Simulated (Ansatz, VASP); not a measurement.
**WSe2: VASP beside Ansatz**

Contents of INCAR:

```
  ALGO = Normal
  EDIFF = 1E-7
  ENCUT = 520
  GGA = PS
  ISIF = 2
  ISMEAR = 0
  LASPH = True
  LCHARG = True
  LELF = True
  LREAL = False
  LVHAR = True
  LWAVE = False
  NBANDS = 49
  NELM = 60
  PREC = Accurate
  SIGMA = 0.05
```

File KPOINTS:

```
k-points
0
Gamma
  12 12 1
```

Contents of POSCAR:

```
WSe2
1.0
    3.2709028869      0.0000000000      0.0000000000
   -1.6354514434      2.8326849934      0.0000000000
    0.0000000000      0.0000000000     29.1847510368
W Se
3 6
Direct
    0.6666666667      0.3333333333      0.0000000000
    0.3333333333      0.6666666667      0.7734841642
    0.3333333333      0.6666666667      0.2265158358
    0.3333333333      0.6666666667      0.0614807039
    0.6666666667      0.3333333333      0.8290483960
    0.6666666667      0.3333333333      0.2820703018
    0.3333333333      0.6666666667      0.9385192961
    0.6666666667      0.3333333333      0.7179296982
    0.6666666667      0.3333333333      0.1709516040
```

Input for Ansatz:

```yaml
crystal:
  lattice:
    - [3.2709028869, 0.0, 0.0]
    - [-1.6354514434, 2.8326849934, 0.0]
    - [0.0, 0.0, 29.1847510368]
  atoms:
    - { symbol: W, position: [0.6666666667, 0.3333333333, 0.0] }
    - { symbol: W, position: [0.3333333333, 0.6666666667, 0.7734841642] }
    - { symbol: W, position: [0.3333333333, 0.6666666667, 0.2265158358] }
    - { symbol: Se, position: [0.3333333333, 0.6666666667, 0.0614807039] }
    - { symbol: Se, position: [0.6666666667, 0.3333333333, 0.829048396] }
    - { symbol: Se, position: [0.6666666667, 0.3333333333, 0.2820703018] }
    - { symbol: Se, position: [0.3333333333, 0.6666666667, 0.9385192961] }
    - { symbol: Se, position: [0.6666666667, 0.3333333333, 0.7179296982] }
    - { symbol: Se, position: [0.6666666667, 0.3333333333, 0.170951604] }
basis:
  ecutwfc: 420
kpoints:
  mp_grid: { grid: [12, 12, 1] }
hamiltonian:
  xc: pbesol
scf:
  occupations: { method: gaussian, width: 0.05 }
output:
  forces: true
  stress: true
  eigenvalues: true
```

Change from the starting cell: mode 22 (247.1 1/cm) frozen in, largest displacement -0.120 Å.

Alike in both runs: task single point; functional PBEsol; k mesh 12 × 12 × 1; occupations gaussian, width 0.05 eV; no spin polarisation.

|  | VASP | Ansatz |
| --- | --- | --- |
| version | VASP 6.6.1 | Ansatz 0.2.0 |
| potentials or method | VASP PAW PBE potentials, release 64 (W_sv, Se), cutoff 520 eV | scalar-relativistic, plane waves, PAW |
| valence electrons in the cell | 78 | 138 |

```csv
,VASP,Ansatz,Ansatz less VASP
gap on the k mesh at the Fermi level (eV),1.11,1.11,0.000
least direct gap on the mesh (eV),1.29,1.30,+0.008
rms of the force components (eV/Å),0.630,0.622,-0.0083
```

VASP's potentials were made for PBE, not for PBEsol. Atom by atom the forces differ by 0.030 eV/Å (rms over components). VASP's potentials hold 78 valence electrons a cell and Ansatz's 138, so a difference there can come from the potentials and not from the codes.

Spin-orbit coupling is off throughout.
